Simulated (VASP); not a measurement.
A run of VASP 6.6.1 is set up as follows.

Contents of INCAR:

```
PREC = Accurate
ENCUT = 520
EDIFF = 1E-6
ISMEAR = -1
SIGMA = 0.05
LREAL = F
LASPH = T
NELM = 60
ALGO = Normal
ISIF = 2
LWAVE = F
LCHARG = T
GGA = PE
LELF = T
LVHAR = T
NBANDS = 36
```

Contents of KPOINTS:

```
regular mesh
0
Gamma
  7 5 5
```

File POSCAR:

```
W
1.0
    2.8096620000      0.0000000000      0.0000000000
    0.0000000000      4.8638700000      0.0000000000
    0.0000000000      0.0000000000      4.9236950000
W
4
Direct
    0.7503117540      0.9997297362      0.7500000000
    0.2496882460      0.4997297362      0.7500000000
    0.2496882460      0.0002702638      0.2500000000
    0.7503117540      0.5002702638      0.2500000000
```

Potentials or basis: VASP PAW PBE potentials, release 64 (W_sv).

Command:

```console
$ cat potpaw_PBE.64/W_sv/POTCAR > POTCAR
$ mpirun -np 1 vasp_std > vasp.out
```

Task: Predict the band gap on the k mesh.

Result: Zero (bands 28 and 29 overlap by 1.78 eV).

Task: What does it give for the largest force?

Result: 0.009 eV/Å.

Stress tensor (GPa, compression positive):
```
 15.84   0.00   0.00
  0.00 -14.75   0.00
  0.00   0.00 -17.35
```

Caveat: the stress differs along the axes, from -17 to 16 GPa; spin-orbit coupling is left out, which moves the levels of the heavy elements.
